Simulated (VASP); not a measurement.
Here is a VASP 6.6.1 calculation.

The input INCAR:

```
ALGO = Normal
EDIFF = 1E-8
ENCUT = 520
IBRION = 8
ISIF = 2
ISMEAR = 0
LASPH = True
LCHARG = False
LREAL = False
LWAVE = False
NELM = 100
NSW = 1
PREC = Accurate
SIGMA = 0.01
```

KPOINTS

```
k-points
0
Gamma
  8 8 8
```

POSCAR

```
InP
1.0
    2.7716184652      2.7716184652      0.0000000000
   -2.7716184652      2.7716184652      0.0000000000
    0.0000000000      2.7716184652      2.7716184652
In P
1 1
Direct
    0.0000000000      0.0000000000      0.0000000000
    0.7500000000      0.2500000000      0.5000000000
```

Potentials or basis: VASP PAW LDA potentials, release 64 (In_d, P).

The run is started by

```sh
$ cat potpaw_LDA.64/In_d/POTCAR potpaw_LDA.64/P/POTCAR > POTCAR
$ mpirun -np 1 vasp_std > vasp.out
```

Question: Estimate the highest phonon frequency at Γ, LO-TO splitting left out.

Answer: 366 cm⁻¹.

Phonon frequencies in cm⁻¹ (negative: imaginary):
```tsv
q point	frequencies
(0.000, 0.000, 0.000)	0 0 0 366 366 366
```

Caveat: the cell wasn't relaxed at this level first, which shifts response properties.
